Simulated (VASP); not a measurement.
A run of VASP 6.6.1:

File INCAR:

```
SYSTEM = Al
  PREC = Accurate
  ENCUT = 500
  EDIFF = 1E-8
  ISMEAR = -1
  SIGMA = 0.05
  LREAL = .False.
  LASPH = .True.
  NELM = 120
  ALGO = Normal
  ISIF = 2
  LWAVE = .False.
  LCHARG = .True.
  GGA = PE
  NBANDS = 8
  IBRION = 8
  NSW = 1
  GGA_COMPAT = .False.
```

The input KPOINTS:

```
regular mesh
0
Gamma
  8 8 8
  0 0 0
```

POSCAR

```
Al
1.0
    0.0000000000      2.0200000000      2.0200000000
    2.0200000000      0.0000000000      2.0200000000
    2.0200000000      2.0200000000      0.0000000000
Al
1
Direct
    0.0000000000      0.0000000000      0.0000000000
```

Potentials or basis: VASP PAW PBE potentials, release 64 (Al).

The run is started by

```console
$ cat potpaw_PBE.64/Al/POTCAR > POTCAR
$ mpirun -np 1 vasp_std > vasp.out
```

Hardware: 1 thread of Intel Xeon 8259CL, with other jobs on the host.

How long does it take, and how much memory?

It took 23 s on 1 thread of Intel Xeon 8259CL, on a shared host, peak memory 0.15 GiB. Counts: scf iterations 24, k points 29.
